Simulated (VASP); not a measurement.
Crystal: Ga2PdS2.

```
CELL_PARAMETERS angstrom
6.67567 0.00000 0.00000
0.00000 6.67567 0.00000
0.00000 0.00000 3.79373
ATOMIC_POSITIONS crystal
Ga 0.88419 0.38419 0.00000
Ga 0.38419 0.11581 0.00000
Ga 0.11581 0.61581 0.00000
Ga 0.61581 0.88419 0.00000
Pd 0.00000 0.00000 0.00000
Pd 0.50000 0.50000 0.00000
S 0.17791 0.32209 0.50000
S 0.67791 0.17791 0.50000
S 0.32209 0.82209 0.50000
S 0.82209 0.67791 0.50000
```

The cell was built from a structure type or drawn by symmetry, and may not be a known phase.

| Quantity | Value |
| --- | --- |
| Program | VASP 6.6.1 |
| Task | relaxation of cell and atoms |
| Functional | PBE |
| Potentials or basis | VASP PAW PBE potentials, release 64 (Ga_d, Pd, S) |
| Cutoff | 600 eV |
| k mesh | 2 × 2 × 3 |
| Occupations | gaussian, width 0.15 eV |
| Spin | no spin polarisation |

At the start: pressure 3.4 GPa; volume 16.91 Å³/atom.

Task: How do energy, volume and symmetry change on relaxing?

Result: Over 22 steps the energy falls by 227.2 meV/atom and the volume is 18.55 Å³/atom (+9.7 %); space group P4/mbm (No. 127, to 0.1 Å) before and after.

Step by step:
| step | energy change (eV) | largest force (eV/Å) | pressure (GPa) | volume (Å³) |
| --- | --- | --- | --- | --- |
| 1 | 0.0000 | 3.9326 | 3.35 | 169.07 |
| 2 | -1.6652 | 0.5084 | -2.61 | 177.71 |
| 3 | -1.6928 | 0.4187 | -2.77 | 178.58 |
| 4 | -1.7093 | 0.3520 | -2.95 | 180.33 |
| 5 | -1.7098 | 0.3642 | -2.95 | 180.01 |
| 6 | -1.7868 | 0.1775 | 1.24 | 171.58 |
| 7 | -1.7935 | 0.2246 | 0.29 | 173.33 |
| 8 | -1.8092 | 0.2446 | 0.28 | 173.54 |
| 9 | -1.8444 | 0.2925 | 0.25 | 174.16 |
| 10 | -1.8461 | 0.2780 | 0.28 | 175.29 |
| 11 | -1.8577 | 0.3008 | 0.25 | 174.72 |
| 12 | -1.8637 | 0.3017 | 0.21 | 174.84 |
| 13 | -1.8818 | 0.3014 | 0.19 | 175.19 |
| 14 | -1.9153 | 0.2783 | 0.08 | 175.91 |
| 15 | -1.9637 | 0.2096 | -0.13 | 177.34 |
| 16 | -1.9813 | 0.0898 | -0.31 | 180.21 |
| 17 | -2.0592 | 0.1504 | 0.11 | 180.70 |
| 18 | -2.1691 | 0.4186 | 1.45 | 182.05 |
| 19 | -2.2313 | 0.1975 | 0.00 | 185.30 |
| 20 | -2.2456 | 0.0214 | -1.08 | 187.89 |
| 21 | -2.2670 | 0.0096 | -0.53 | 186.49 |
| 22 | -2.2721 | 0.0090 | -0.14 | 185.49 |

Final structure:
```
Ga Pd S
1.0
     7.12460    0.00000    0.00000
     0.00000    7.12460    0.00000
     0.00000    0.00000    3.65417
Ga Pd S
4 2 4
Direct
  0.87705 0.37705 0.00000
  0.37705 0.12295 0.00000
  0.12295 0.62295 0.00000
  0.62295 0.87705 0.00000
  0.00000 0.00000 0.00000
  0.50000 0.50000 0.00000
  0.23638 0.26362 0.50000
  0.73638 0.23638 0.50000
  0.26362 0.76362 0.50000
  0.76362 0.73638 0.50000
```

Caveat: the k points lie up to 0.57 Å⁻¹ apart in the final cell.
